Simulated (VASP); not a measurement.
# Zr in VASP: single point with RPBE

Aim: the single point of Zr with RPBE.

Everything below comes from runs of VASP 6.6.1. Logs are shortened: lines on timing, memory, paths and dates and some standing lists are left out, and cuts for length are marked.

## Step 1: The cell of the first run

The cell holds a single atom in a box, 1 atom: a = 14.000 Å, b = 14.400 Å, c = 14.800 Å, α = 90.00°, β = 90.00°, γ = 90.00°.

## Step 2: Single point, RPBE, collinear spin

File INCAR:

```
PREC = Accurate ; ENCUT = 400
EDIFF = 1E-6 ; ISMEAR = -1
SIGMA = 0.01 ; LREAL = F
LASPH = T ; NELM = 200
ALGO = Normal ; ISIF = 2
LWAVE = F ; LCHARG = F
ISPIN = 2 ; MAGMOM = 4
LORBIT = 11 ; LMAXMIX = 4
GGA = RP ; NBANDS = 16
ISYM = 0 ; GGA_COMPAT = F
```

File KPOINTS:

```
Automatic mesh
0
Gamma
  1 1 1
```

File POSCAR:

```
Zr
1.0
   14.0000000000      0.0000000000      0.0000000000
    0.0000000000     14.4000000000      0.0000000000
    0.0000000000      0.0000000000     14.8000000000
Zr
1
Direct
    0.5000000000      0.5000000000      0.5000000000
```

Potentials or basis: VASP PAW PBE potentials, release 64 (Zr_sv).

On the command line:

```
> cat potpaw_PBE.64/Zr_sv/POTCAR > POTCAR
> mpirun -np 1 vasp_gam > vasp.out
```

OUTCAR:

```text
PREC = Accurate
   ENCUT = 400
   EDIFF = 1E-6
   ISMEAR = -1
   LREAL = F
   LASPH = T
   NELM = 200
   ISIF = 2
   ISPIN = 2
   LORBIT = 11
   GGA = RP
   ISYM = 0

 ion  position               nearest neighbor table
   1  0.500  0.500  0.500-

IMPORTANT INFORMATION: All symmetrisations will be switched off!
NOSYMM: (Re-)initialisation of all symmetry stuff for point group C_1.

----------------------------------------------------------------------------------------

                                     Primitive cell

  volume of cell :    2983.6800

  direct lattice vectors                    reciprocal lattice vectors
    14.000000000  0.000000000  0.000000000     0.071428571  0.000000000  0.000000000
     0.000000000 14.400000000  0.000000000     0.000000000  0.069444444  0.000000000
     0.000000000  0.000000000 14.800000000     0.000000000  0.000000000  0.067567568

  length of vectors
    14.000000000 14.400000000 14.800000000     0.071428571  0.069444444  0.067567568

  position of ions in fractional coordinates (direct lattice)
     0.500000000  0.500000000  0.500000000

  ion indices of the primitive-cell ions
   primitive index   ion index
                 1           1

----------------------------------------------------------------------------------------

 KPOINTS: Automatic mesh

Automatic generation of k-mesh.
 Grid dimensions read from file:
 generate k-points for:    1    1    1

 Generating k-lattice:

  Cartesian coordinates                     Fractional coordinates (reciprocal lattice)
     0.071428571  0.000000000  0.000000000     1.000000000  0.000000000  0.000000000
     0.000000000  0.069444444  0.000000000     0.000000000  1.000000000  0.000000000
     0.000000000  0.000000000  0.067567568     0.000000000  0.000000000  1.000000000

  Length of vectors
     0.071428571  0.069444444  0.067567568

  Shift w.r.t. Gamma in fractional coordinates (k-lattice)
     0.000000000  0.000000000  0.000000000

 Subroutine IBZKPT returns following result:
 ===========================================

 Found      1 irreducible k-points:

 Following reciprocal coordinates:
            Coordinates               Weight
  0.000000  0.000000  0.000000      1.000000
   k-points           NKPTS =      1   k-points in BZ     NKDIM =      1   number of bands    NBANDS=     16
   number of dos      NEDOS =    301   number of ions     NIONS =      1
   total plane-waves  NPLWV = 903168
   dimension x,y,z NGX =    96 NGY =   96 NGZ =   98
   dimension x,y,z NGXF=   192 NGYF=  192 NGZF=  196
   ions per type =               1
   NGX,Y,Z   is equivalent  to a cutoff of  11.40, 11.08, 11.01 a.u.
   NGXF,Y,Z  is equivalent  to a cutoff of  22.80, 22.17, 22.02 a.u.
 SYSTEM =  unknown system
   PREC   = accura    normal or accurate (medium, high low for compatibility)
   ISTART =      0    job   : 0-new  1-cont  2-samecut
   ICHARG =      2    charge: 1-file 2-atom 10-const
   ISPIN  =      2    spin polarized calculation?
   LNONCOLLINEAR =      F non collinear calculations
   LSORBIT =      F    spin-orbit coupling
   LASPH  =      T    aspherical Exc in radial PAW
   ENCUT  =  400.0 eV  29.40 Ry    5.42 a.u.  22.83 23.48 24.14*2*pi/ulx,y,z
   NELM   =    200;   NELMIN=  2; NELMDL= -5     # of ELM steps
   EDIFF  = 0.1E-05   stopping-criterion for ELM
   LREAL  =      F    real-space projection
   EDIFFG = 0.1E-04   stopping-criterion for IOM
   NSW    =      0    number of steps for IOM
   IBRION =     -1    ionic relax: 0-MD 1-quasi-New 2-CG
   NFREE  =      0    steps in history (QN), initial steepest desc. (CG)
   ISIF   =      2    stress and relaxation
   ISYM   =      0    0-nonsym 1-usesym 2-fastsym
   POTIM  = 0.5000    time-step for ionic-motion
   TEBEG  =    0.0;   TEEND  =   0.0 temperature during run
   PSTRESS=    0.0 pullay stress
   NELECT =      12.0000    total number of electrons
   NUPDOWN=      -1.0000    fix difference up-down
   EMIN   =  10.00;   EMAX   =-10.00  energy-range for DOS
   EFERMI =   0.00;   METHOD = LEGACY
   ISMEAR =    -1;   SIGMA  =   0.01  broadening in eV -4-tet -1-fermi 0-gaus
   EFERMI_NEDOS =   21; number of points for ismear=-14 and -15
   IALGO  =     38    algorithm
   IMIX   =      4    mixing-type and parameters
     AMIX     =   0.40;   BMIX     =  1.00
     AMIX_MAG =   1.60;   BMIX_MAG =  1.00
  volume/ion in A,a.u.               =    2983.68     20134.87
  Fermi-wavevector in a.u.,A,eV,Ry     =   0.260346  0.491983  0.922205  0.067780
  Thomas-Fermi vector in A             =   1.088001
   LORBIT       =     11    0 simple, 1 ext, 2 COOP (PROOUT), +10 PAW based schemes
   GGA     = RP    functional components
   LHFCALC =     F    Hartree Fock is set to
   AEXX    =    0.0000 exact exchange contribution
   IVDW    =     0    specifies the selected vdW correction
   LEPSILON=     F    determine dielectric tensor
   LRPA    =     F    only Hartree local field effects (RPA)
 spin polarized calculation
  energy-cutoff  :      400.00
  volume of cell :     2983.68
 maximum number of plane-waves:     27122
 NGX is ok and might be reduce to    90
   NGX = 45   NGY = 47   NGZ = 49

 number of electron      11.9999999 magnetization       4.0000219

 Free energy of the ion-electron system (eV)
  ---------------------------------------------------
  ext. energy  EPLUGINS =         0.00000000
  ---------------------------------------------------
  free energy    TOTEN  =        -2.42798475 eV

  energy without entropy =       -2.42798475  energy(sigma->0) =       -2.42798475

 E-fermi :  -2.5038     XC(G=0):  -0.3658

 val. band max:       -2.9024097995   @ k =   0.0000   0.0000   0.0000
 cond. band min:      -2.0709610798   @ k =   0.0000   0.0000   0.0000
 fundamental gap:      0.8314487197
 Fermi energy:        -2.5038072421

 spin component 1

 k-point     1 :       0.0000    0.0000    0.0000
  band No.  band energies     occupation
      1     -52.3165      1.00000
      2     -30.5186      1.00000
      3     -30.5184      1.00000
      4     -30.5181      1.00000
      5      -4.0260      1.00000
      6      -2.9028      1.00000
[... 8 lines left out ...]
     15       0.3846      0.00000
     16       0.3973      0.00000
 Fermi energy:        -2.5038072421

 spin component 2

 k-point     1 :       0.0000    0.0000    0.0000
  band No.  band energies     occupation
      1     -51.1026      1.00000
      2     -29.0720      1.00000
      3     -29.0718      1.00000
      4     -29.0717      1.00000
      5      -1.9521      0.00000
      6      -0.8813      0.00000
[... 8 lines left out ...]
     15       0.8164      0.00000
     16       0.8572      0.00000

------------------------ aborting loop because EDIFF is reached ----------------------------------------

  FORCE on cell =-STRESS in cart. coord.  units (eV):
  Direction    XX          YY          ZZ          XY          YZ          ZX
  --------------------------------------------------------------------------------------
  -------------------------------------------------------------------------------------
  Total       -0.0322959     -0.0310124     -0.0315913      0.0002580      0.0000299      0.0007232
  in kB       -0.0173423     -0.0166530     -0.0169639      0.0001385      0.0000160      0.0003883
  external PRESSURE =      -0.0169864 kB  Pullay stress =       0.0000000 kB

 VOLUME and BASIS-vectors are now :
 -----------------------------------------------------------------------------
  energy-cutoff  :      400.00
  volume of cell :     2983.68
      direct lattice vectors                 reciprocal lattice vectors
    14.000000000  0.000000000  0.000000000     0.071428571  0.000000000  0.000000000
     0.000000000 14.400000000  0.000000000     0.000000000  0.069444444  0.000000000
     0.000000000  0.000000000 14.800000000     0.000000000  0.000000000  0.067567568

 POSITION                                       TOTAL-FORCE (eV/Angst)
 -----------------------------------------------------------------------------------
      7.00000      7.20000      7.40000        -0.000000     -0.000000      0.000000
 -----------------------------------------------------------------------------------
    total drift:                               -0.000000     -0.000000      0.000000

  FREE ENERGIE OF THE ION-ELECTRON SYSTEM (eV)
  ---------------------------------------------------
  free  energy   TOTEN  =        -2.4279847501 eV

  energy  without entropy=       -2.4279847501  energy(sigma->0) =       -2.42798475

 total charge

# of ion       s       p       d       tot
------------------------------------------
    1        2.164   5.850   1.904   9.919

 magnetization (x)

# of ion       s       p       d       tot
------------------------------------------
    1        0.176  -0.003   1.904   2.077
```

Run time: 20 min. Hardware: 1 thread of Intel Xeon 8259CL, shared host; peak memory 2 GiB.

What came out:

```
Free energy                                           : -2.4280 eV
Pressure                                              : 0.0 GPa
Band gap on the k mesh                                : 0.83 eV
Net moment                                            : 4.00 μB per cell
Site moments                                          : Zr +2.08 μB
Valence electrons inside the program's atomic spheres : Zr 9.92
```

Levels at points of the mesh, in eV from the valence-band top:
Spin up:
```
           k point  band 5  band 6  band 7  band 8  band 9  band 10  band 11  band 12
(0.00, 0.00, 0.00)   -1.12    0.00    0.00    0.00    0.83     0.83     1.68     1.68
```
Spin down:
```csv
k point,band 2,band 3,band 4,band 5,band 6,band 7
"(0.00, 0.00, 0.00)",-26.17,-26.17,-26.17,0.95,2.02,2.02
```

Caveat: the PAW data sets were made with another functional, which shifts forces and pressure a little.
